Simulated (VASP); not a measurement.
Here is a VASP 6.6.1 calculation.

Contents of INCAR:

```
SYSTEM = Pt
PREC = Accurate ; ENCUT = 520
EDIFF = 1E-6 ; ISMEAR = 0
SIGMA = 0.15 ; LREAL = .FALSE.
LASPH = .TRUE. ; NELM = 150
ALGO = Fast ; ISIF = 2
LWAVE = .FALSE. ; LCHARG = .FALSE.
ISPIN = 2 ; MAGMOM = 0.35
LORBIT = 11 ; NUPDOWN = 0.35
LMAXMIX = 4 ; GGA = PS
NBANDS = 15
```

Contents of KPOINTS:

```
regular mesh
0
G
  22 22 22
  0 0 0
```

Contents of POSCAR:

```
Pt
1.0
    0.0000000000      1.8983364941      1.8983364941
    1.8983364941      0.0000000000      1.8983364941
    1.8983364941      1.8983364941      0.0000000000
Pt
1
Direct
    0.0000000000      0.0000000000      0.0000000000
```

Potentials or basis: VASP PAW PBE potentials, release 64 (Pt).

Command:

```console
$ cat potpaw_PBE.64/Pt/POTCAR > POTCAR
$ mpirun -np 1 vasp_std > vasp.out
```

Problem. Estimate the pressure.

Solution. 35.5 GPa.

Caveat: the PAW data sets were made with another functional, which shifts forces and pressure a little; the total moment is fixed, so each spin has its own Fermi level.
